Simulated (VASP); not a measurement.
# BAs (Pmmn) in VASP: single point with PBE

Aim: the single point of BAs with PBE.

Everything below comes from runs of VASP 6.6.1. Logs are shortened: lines on timing, memory, paths and dates and some standing lists are left out, and cuts for length are marked.

## Step 1: The cell of the first run

The typed cell holds 4 atoms: a = 2.865 Å, b = 4.463 Å, c = 4.185 Å, α = 90.00°, β = 90.00°, γ = 90.00°.

## Step 2: Single point, PBE

INCAR

```
SYSTEM = BAs
ALGO     = Normal         ! electronic algorithm
EDIFF    = 1E-6           ! SCF threshold, eV
ENCUT    = 500            ! plane-wave cutoff, eV
GGA      = PE             ! functional
GGA_COMPAT= .FALSE.      
ISIF     = 2              ! what is computed and relaxed
ISMEAR   = 0              ! smearing method
LASPH    = .TRUE.         ! aspherical terms in the spheres
LCHARG   = .FALSE.        ! write CHGCAR
LREAL    = .FALSE.        ! projectors in reciprocal space
LWAVE    = .FALSE.        ! write WAVECAR
NBANDS   = 16             ! bands
NELM     = 120            ! most SCF steps
PREC     = Accurate       ! precision mode
SIGMA    = 0.2            ! smearing width, eV
```

KPOINTS

```
k-points
0
G
  7 4 5
  0 0 0
```

POSCAR

```
BAs
1.0
    2.8650027242      0.0000000000      0.0000000000
    0.0000000000      4.4629386776      0.0000000000
    0.0000000000      0.0000000000      4.1848466332
B As
2 2
Direct
    0.0000000000      0.5000000000      1.0003519644
    0.5000000000      0.0000000000     -0.0003519644
    0.0000000000      0.5000000000      0.5002763995
    0.5000000000      0.0000000000      0.4997236005
```

Potentials or basis: VASP PAW PBE potentials, release 64 (B, As).

On the command line:

```bash
$ cat potpaw_PBE.64/B/POTCAR potpaw_PBE.64/As/POTCAR > POTCAR
$ mpirun -np 1 vasp_std > vasp.out
```

OUTCAR:

```text
SYSTEM = BAs
   EDIFF = 1E-6
   ENCUT = 500
   GGA = PE
   ISIF = 2
   ISMEAR = 0
   LASPH = .TRUE.
   LREAL = .FALSE.
   NELM = 120
   PREC = Accurate

 ion  position               nearest neighbor table
   1  0.000  0.500  0.000-   3 2.09   3 2.09
   2  0.500  0.000  1.000-   4 2.09   4 2.09
   3  0.000  0.500  0.500-   1 2.09   1 2.09   4 2.65   4 2.65   4 2.65   4 2.65
   4  0.500  0.000  0.500-   2 2.09   2 2.09   3 2.65   3 2.65   3 2.65   3 2.65

  LATTYP: Found a simple orthorhombic cell.
 ALAT       =     2.8650027242
 B/A-ratio  =     1.4606780642
 C/A-ratio  =     1.5577432579

  Lattice vectors:

 A1 = (  -2.8650027242,   0.0000000000,   0.0000000000)
 A2 = (   0.0000000000,   0.0000000000,   4.1848466332)
 A3 = (   0.0000000000,   4.4629386776,   0.0000000000)

Analysis of symmetry for initial positions (statically):
=====================================================================
 Subroutine PRICEL returns:
 Original cell was already a primitive cell.

 Routine SETGRP: Setting up the symmetry group for a
 simple orthorhombic supercell.

 Subroutine GETGRP returns: Found  8 space group operations
 (whereof  4 operations were pure point group operations)
 out of a pool of  8 trial point group operations.

The static configuration has the point symmetry C_2v.
 The point group associated with its full space group is D_2h.

Analysis of symmetry for dynamics (positions and initial velocities):
=====================================================================
 Subroutine PRICEL returns:
 Original cell was already a primitive cell.

 Routine SETGRP: Setting up the symmetry group for a
 simple orthorhombic supercell.

 Subroutine GETGRP returns: Found  8 space group operations
 (whereof  4 operations were pure point group operations)
 out of a pool of  8 trial point group operations.

The dynamic configuration has the point symmetry C_2v.
 The point group associated with its full space group is D_2h.

 Subroutine INISYM returns: Found  8 space group operations
 (whereof  4 operations are pure point group operations),
 and found     1 'primitive' translations

----------------------------------------------------------------------------------------

                                     Primitive cell

  volume of cell :      53.5088

  direct lattice vectors                    reciprocal lattice vectors
     2.865002724  0.000000000  0.000000000     0.349039808  0.000000000  0.000000000
     0.000000000  4.462938678  0.000000000     0.000000000  0.224067609  0.000000000
     0.000000000  0.000000000  4.184846633     0.000000000  0.000000000  0.238957383

  length of vectors
     2.865002724  4.462938678  4.184846633     0.349039808  0.224067609  0.238957383

  position of ions in fractional coordinates (direct lattice)
     0.000000000  0.500000000  0.000351964
     0.500000000  0.000000000  0.999648036
     0.000000000  0.500000000  0.500276400
     0.500000000  0.000000000  0.499723600

  ion indices of the primitive-cell ions
   primitive index   ion index
                 1           1
                 2           2
                 3           3
                 4           4

----------------------------------------------------------------------------------------

 KPOINTS: k-points

Automatic generation of k-mesh.
 Grid dimensions read from file:
 generate k-points for:    7    4    5

 Generating k-lattice:

  Cartesian coordinates                     Fractional coordinates (reciprocal lattice)
     0.049862830  0.000000000  0.000000000     0.142857143  0.000000000  0.000000000
     0.000000000  0.056016902  0.000000000     0.000000000  0.250000000  0.000000000
     0.000000000  0.000000000  0.047791477     0.000000000  0.000000000  0.200000000

  Length of vectors
     0.049862830  0.056016902  0.047791477

  Shift w.r.t. Gamma in fractional coordinates (k-lattice)
     0.000000000  0.000000000  0.000000000

 Subroutine IBZKPT returns following result:
 ===========================================

 Found     36 irreducible k-points:

 Following reciprocal coordinates:
            Coordinates               Weight
  0.000000  0.000000  0.000000      1.000000
  0.142857  0.000000  0.000000      2.000000
  0.285714  0.000000  0.000000      2.000000
  0.428571  0.000000  0.000000      2.000000
  0.000000  0.250000  0.000000      2.000000
  0.142857  0.250000  0.000000      4.000000
[... 16 lines left out ...]
  0.285714  0.500000  0.200000      4.000000
  0.428571  0.500000  0.200000      4.000000
 [... further k-points ...]
   k-points           NKPTS =     36   k-points in BZ     NKDIM =     36   number of bands    NBANDS=     16
   number of dos      NEDOS =    301   number of ions     NIONS =      4
   total plane-waves  NPLWV =  27648
   dimension x,y,z NGX =    24 NGY =   36 NGZ =   32
   dimension x,y,z NGXF=    48 NGYF=   72 NGZF=   64
   ions per type =               2   2
   NGX,Y,Z   is equivalent  to a cutoff of  13.93, 13.41, 12.71 a.u.
   NGXF,Y,Z  is equivalent  to a cutoff of  27.85, 26.82, 25.42 a.u.
 SYSTEM =  BAs
   PREC   = accura    normal or accurate (medium, high low for compatibility)
   ISTART =      0    job   : 0-new  1-cont  2-samecut
   ICHARG =      2    charge: 1-file 2-atom 10-const
   ISPIN  =      1    spin polarized calculation?
   LNONCOLLINEAR =      F non collinear calculations
   LSORBIT =      F    spin-orbit coupling
   LASPH  =      T    aspherical Exc in radial PAW
   ENCUT  =  500.0 eV  36.75 Ry    6.06 a.u.   5.22  8.14  7.63*2*pi/ulx,y,z
   NELM   =    120;   NELMIN=  2; NELMDL= -5     # of ELM steps
   EDIFF  = 0.1E-05   stopping-criterion for ELM
   LREAL  =      F    real-space projection
   EDIFFG = 0.1E-04   stopping-criterion for IOM
   NSW    =      0    number of steps for IOM
   IBRION =     -1    ionic relax: 0-MD 1-quasi-New 2-CG
   NFREE  =      0    steps in history (QN), initial steepest desc. (CG)
   ISIF   =      2    stress and relaxation
   ISYM   =      2    0-nonsym 1-usesym 2-fastsym
   POTIM  = 0.5000    time-step for ionic-motion
   TEBEG  =    0.0;   TEEND  =   0.0 temperature during run
   PSTRESS=    0.0 pullay stress
   NELECT =      16.0000    total number of electrons
   NUPDOWN=      -1.0000    fix difference up-down
   EMIN   =  10.00;   EMAX   =-10.00  energy-range for DOS
   EFERMI =   0.00;   METHOD = LEGACY
   ISMEAR =     0;   SIGMA  =   0.20  broadening in eV -4-tet -1-fermi 0-gaus
   EFERMI_NEDOS =   21; number of points for ismear=-14 and -15
   IALGO  =     38    algorithm
   IMIX   =      4    mixing-type and parameters
     AMIX     =   0.40;   BMIX     =  1.00
     AMIX_MAG =   1.60;   BMIX_MAG =  1.00
  volume/ion in A,a.u.               =      13.38        90.27
  Fermi-wavevector in a.u.,A,eV,Ry     =   1.094728  2.068736 16.305629  1.198430
  Thomas-Fermi vector in A             =   2.231038
   LORBIT       =      0    0 simple, 1 ext, 2 COOP (PROOUT), +10 PAW based schemes
   GGA     = PE    functional components
   LHFCALC =     F    Hartree Fock is set to
   AEXX    =    0.0000 exact exchange contribution
   IVDW    =     0    specifies the selected vdW correction
   LEPSILON=     F    determine dielectric tensor
   LRPA    =     F    only Hartree local field effects (RPA)
 non-spin polarized calculation
 Gauss-broadening in eV      SIGMA  =   0.20
  energy-cutoff  :      500.00
  volume of cell :       53.51
 maximum number of plane-waves:      1372
 NGX is ok and might be reduce to    24
   NGX = 11   NGY = 17   NGZ = 15

 number of electron      15.9999999 magnetization

 Free energy of the ion-electron system (eV)
  ---------------------------------------------------
  ext. energy  EPLUGINS =         0.00000000
  ---------------------------------------------------
  free energy    TOTEN  =       -17.25026569 eV

  energy without entropy =      -17.21905745  energy(sigma->0) =      -17.23466157

 E-fermi :   6.3989     XC(G=0): -11.0472

 val. band max:        6.3935119497   @ k =   0.0000   0.5000   0.4000
 cond. band min:       6.4070775317   @ k =   0.2857   0.0000   0.4000
 fundamental gap:      0.0135655820
 Fermi energy:         6.3989290118

 k-point     1 :       0.0000    0.0000    0.0000
  band No.  band energies     occupation
      1      -9.5146      2.00000
      2      -3.5779      2.00000
      3      -0.8558      2.00000
      4      -0.7872      2.00000
      5       0.3872      2.00000
      6       2.8770      2.00000
[... 8 lines left out ...]
     15      15.7561      0.00000
     16      16.8743      0.00000

 k-point     2 :       0.1429    0.0000    0.0000
  band No.  band energies     occupation
      1      -9.1686      2.00000
      2      -3.4065      2.00000
      3      -0.5020      2.00000
      4      -0.4818      2.00000
      5       0.6880      2.00000
      6       2.9487      2.00000
[... 8 lines left out ...]
     15      15.2297      0.00000
     16      15.7308      0.00000

 k-point     3 :       0.2857    0.0000    0.0000
  band No.  band energies     occupation
      1      -8.1432      2.00000
      2      -3.2883      2.00000
      3       0.3040      2.00000
      4       0.6297      2.00000
      5       1.5858      2.00000
      6       1.7322      2.00000
[... 8 lines left out ...]
     15      13.1953      0.00000
     16      13.9926      0.00000

 k-point     4 :       0.4286    0.0000    0.0000
  band No.  band energies     occupation
      1      -6.5013      2.00000
      2      -4.5145      2.00000
      3       1.4441      2.00000
      4       1.5032      2.00000
      5       2.4447      2.00000
      6       2.4992      2.00000
[... 8 lines left out ...]
     15      13.0534      0.00000
     16      13.9422      0.00000

 k-point     5 :       0.0000    0.2500    0.0000
  band No.  band energies     occupation
      1      -9.0680      2.00000
      2      -5.5943      2.00000
      3      -0.4102      2.00000
      4       0.7660      2.00000
      5       1.9013      2.00000
      6       2.0714      2.00000
[... 8 lines left out ...]
     15      14.7476      0.00000
     16      15.4590      0.00000

 k-point     6 :       0.1429    0.2500    0.0000
  band No.  band energies     occupation
      1      -8.7246      2.00000
      2      -5.3019      2.00000
      3      -0.1375      2.00000
      4       1.0665      2.00000
      5       1.9152      2.00000
      6       2.2157      2.00000
[... 8 lines left out ...]
     15      15.6680      0.00000
     16      16.1986      0.00000
[... 267 lines left out ...]
 k-point    21 :       0.0000    0.5000    0.2000
  band No.  band energies     occupation
      1      -7.5703      2.00000
      2      -7.5703      2.00000
      3      -1.2294      2.00000
      4      -1.2294      2.00000
      5       4.3244      2.00000
      6       4.3244      2.00000
[... 8 lines left out ...]
     15      14.7291      0.00000
     16      14.7291      0.00000

 k-point    22 :       0.1429    0.5000    0.2000
  band No.  band energies     occupation
      1      -7.2386      2.00000
      2      -7.2386      2.00000
      3      -0.9508      2.00000
      4      -0.9508      2.00000
      5       4.4408      2.00000
      6       4.4408      2.00000
[... 8 lines left out ...]
     15      16.0976      0.00000
     16      16.0976      0.00000

 k-point    23 :       0.2857    0.5000    0.2000
  band No.  band energies     occupation
      1      -6.2857      2.00000
      2      -6.2857      2.00000
      3      -0.1745      2.00000
      4      -0.1745      2.00000
      5       2.0014      2.00000
      6       2.0014      2.00000
[... 8 lines left out ...]
     15      14.8226      0.00000
     16      14.8226      0.00000

 k-point    24 :       0.4286    0.5000    0.2000
  band No.  band energies     occupation
      1      -5.0169      2.00000
      2      -5.0169      2.00000
      3      -0.5179      2.00000
      4      -0.5179      2.00000
      5       0.7729      2.00000
      6       0.7729      2.00000
[... 8 lines left out ...]
     15      13.3199      0.00000
     16      13.3199      0.00000

 [... further k-points ...]
[... 5 lines left out ...]
  --------------------------------------------------------------------------------------
  -------------------------------------------------------------------------------------
  Total       -0.0054486     -0.0308321      0.0932049      0.0000000      0.0000000      0.0000000
  in kB       -0.1631429     -0.9231845      2.7907684      0.0000000      0.0000000      0.0000000
  external PRESSURE =       0.5681470 kB  Pullay stress =       0.0000000 kB

 VOLUME and BASIS-vectors are now :
 -----------------------------------------------------------------------------
  energy-cutoff  :      500.00
  volume of cell :       53.51
      direct lattice vectors                 reciprocal lattice vectors
     2.865002724  0.000000000  0.000000000     0.349039808  0.000000000  0.000000000
     0.000000000  4.462938678  0.000000000     0.000000000  0.224067609  0.000000000
     0.000000000  0.000000000  4.184846633     0.000000000  0.000000000  0.238957383

 POSITION                                       TOTAL-FORCE (eV/Angst)
 -----------------------------------------------------------------------------------
      0.00000      2.23147      0.00147         0.000000      0.000000     -0.011689
      1.43250      0.00000      4.18337         0.000000      0.000000      0.011689
      0.00000      2.23147      2.09358         0.000000      0.000000      0.000031
      1.43250      0.00000      2.09127         0.000000      0.000000     -0.000031
 -----------------------------------------------------------------------------------
    total drift:                                0.000000      0.000000      0.000000

  FREE ENERGIE OF THE ION-ELECTRON SYSTEM (eV)
  ---------------------------------------------------
  free  energy   TOTEN  =       -17.2502656927 eV

  energy  without entropy=      -17.2190574483  energy(sigma->0) =      -17.23466157
```

Wall time 11 s (1 thread of Intel Xeon 6975P-C (Granite Rapids), shared host); peak memory 0.17 GiB.

Results:

```
Free energy            : -17.2503 eV
Pressure               : 0.1 GPa
Largest force          : 0.012 eV/Å
Band gap on the k mesh : zero (band 8 reaches 8.22 eV, above the bottom of band 9 at 4.89 eV)
```

Forces in eV/Å, atoms in the order of the input:
```
B    0.000  0.000 -0.012
B    0.000  0.000  0.012
As   0.000  0.000  0.000
As   0.000  0.000  0.000
```

Stress tensor (GPa, compression positive):
```
-0.02  0.00  0.00
 0.00 -0.09  0.00
 0.00  0.00  0.28
```

Levels at points of the mesh, in eV from the Fermi level:
```
           k point  band 6  band 7  band 8  band 9  band 10  band 11
(0.00, 0.00, 0.00)   -3.52   -0.34    0.18    0.29     4.46     5.40
(0.00, 0.50, 0.00)   -4.50   -0.29   -0.29    1.91     1.91     6.21
```
